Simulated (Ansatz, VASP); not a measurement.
**Pt: VASP beside Ansatz**

```xyz
16
Lattice="5.5494 0.0000 0.0000 2.7747 4.8059 0.0000 0.0000 0.0000 26.7966" Properties=species:S:1:pos:R:3 pbc="T T T"
Pt    0.0000    0.0000   10.0000
Pt    2.7747    0.0000   10.0000
Pt    1.3873    2.4029   10.0000
Pt    4.1620    2.4029   10.0000
Pt    1.3873    0.8010   12.2655
Pt    4.1620    0.8010   12.2655
Pt    2.7747    3.2039   12.2655
Pt    5.5494    3.2039   12.2655
Pt    0.0000    1.6020   14.5310
Pt    2.7747    1.6020   14.5310
Pt    1.3873    4.0049   14.5310
Pt    4.1620    4.0049   14.5310
Pt    0.0000    0.0000   16.7966
Pt    2.7747    0.0000   16.7966
Pt    1.3873    2.4029   16.7966
Pt    4.1620    2.4029   16.7966
```

Alike in both runs: task single point; functional PBE; dispersion D4; k mesh 6 × 6 × 1; occupations gaussian, width 0.1 eV; no spin polarisation.

|  | VASP | Ansatz |
| --- | --- | --- |
| version | VASP 6.6.1 | Ansatz 0.2.0 |
| potentials or method | VASP PAW PBE potentials, release 64 (Pt) | scalar-relativistic, plane waves, PAW |
| plane-wave cutoff (eV) | 520 | 420 |
| valence electrons in the cell | 160 | 288 |

|  | VASP | Ansatz | Ansatz less VASP |
| --- | --- | --- | --- |
| rms of the force components (eV/Å) | 0.150 | 0.157 | +0.0072 |

Atom by atom the forces differ by 0.008 eV/Å (rms over components). VASP's potentials hold 160 valence electrons a cell and Ansatz's 288, so a difference there can come from the potentials and not from the codes.

Spin-orbit coupling is off throughout.
